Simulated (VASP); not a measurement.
Write the native input for VASP 6.6.1 that does the following.

| Quantity | Value |
| --- | --- |
| Task | relaxation of cell and atoms |
| Functional | PBE |
| Potentials or basis | VASP PAW PBE potentials, release 64 (Sr_sv) |
| Cutoff | 600 eV |
| k mesh | 15 × 15 × 14 |
| Occupations | gaussian, width 0.1 eV |
| Spin | no spin polarisation |
| Dipole correction | no |
| Further INCAR settings | ALGO = Normal; EDIFF = 1e-07; IBRION = 2; EDIFFG = -0.01; NSW = 100; ISIF = 3 |

The structure of Sr lies in POSCAR:

```
Sr
1.0
    4.1555776753      0.0000000000      0.0000000000
   -2.0777888376      3.5988358342      0.0000000000
    0.0000000000      0.0000000000      3.8828678903
Sr
1
Direct
    0.0000000000      0.0000000000      0.0000000000
```

These files were run (other wordings do the same):

INCAR

```
  ALGO = Normal
  EDIFF = 1E-7
  EDIFFG = -0.01
  ENCUT = 600
  GGA = PE
  IBRION = 2
  ISIF = 3
  ISMEAR = 0
  LASPH = T
  LCHARG = F
  LREAL = F
  LWAVE = F
  NELM = 100
  NSW = 100
  PREC = Accurate
  SIGMA = 0.1
```

KPOINTS

```
k-points
0
Gamma
  15 15 14
```

Potentials or basis: VASP PAW PBE potentials, release 64 (Sr_sv).

Run with:

```sh
$ cat potpaw_PBE.64/Sr_sv/POTCAR > POTCAR
$ mpirun -np 1 vasp_std > vasp.out
```

Results of the run:

```
Relaxed volume                         : 55.15 Å³/atom
Relaxed cell                           : a = 4.086 Å, b = 4.086 Å, c = 3.815 Å, α = 90.00°, β = 90.00°, γ = 120.00°
Space group after relaxing (to 0.05 Å) : P6/mmm (No. 191)
Energy gained by relaxing              : 3.9 meV/atom
Ionic steps                            : 6
Pressure after relaxing                : 0.0 GPa
Band gap on the k mesh                 : zero (band 5 reaches 1.96 eV, above the bottom of band 6 at 1.19 eV)
```

Run time: 7.2 min on 1 thread of Intel(R) Xeon(R) Platinum 8259CL CPU @ 2.50GHz (Skylake/Cascade Lake) (shared host), peak memory 0.31 GiB.
